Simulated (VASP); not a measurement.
Input of a VASP 6.6.1 run:

The input INCAR:

```
SYSTEM = Sr2Sb2O
PREC = Accurate
ENCUT = 520
EDIFF = 1E-7
ISMEAR = 0
SIGMA = 0.1
LREAL = .FALSE.
LASPH = .TRUE.
NELM = 80
ALGO = Normal
ISIF = 2
LWAVE = .FALSE.
LCHARG = .FALSE.
GGA = PE
IVDW = 12
NBANDS = 26
```

The input KPOINTS:

```
Automatic mesh
0
G
  6 6 2
  0 0 0
```

POSCAR

```
Sr2Sb2O
1.0
    3.9766454666      0.0000000000      0.0000000000
   -1.9883227333      3.4438759959      0.0000000000
    0.0000000000      0.0000000000      9.3917989018
Sr Sb O
2 2 1
Direct
    0.3333333333      0.6666666667      0.8521408973
    0.6666666667      0.3333333333      0.1478591027
    0.6666666667      0.3333333333      0.5951624885
    0.3333333333      0.6666666667      0.4048375115
    0.0000000000      0.0000000000      0.0000000000
```

Potentials or basis: VASP PAW PBE potentials, release 64 (Sr_sv, Sb, O).

The run is started by

```console
$ cat potpaw_PBE.64/Sr_sv/POTCAR potpaw_PBE.64/Sb/POTCAR potpaw_PBE.64/O/POTCAR > POTCAR
$ mpirun -np 1 vasp_std > vasp.out
```

(1) What does it give for the dispersion energy per atom?

(2) What does it give for the band gap on the k mesh?

(3) What does it give for the largest force?

(4) What does it give for the pressure?

## Answers

(1) -0.347 eV.

(2) zero (band 18 reaches 6.60 eV, above the bottom of band 19 at 5.61 eV).

(3) 0.040 eV/Å.

(4) 0.2 GPa.

Caveat: spin-orbit coupling is left out, which moves the levels of the heavy elements; pairwise dispersion overbinds metals, which lowers pressure and volume.
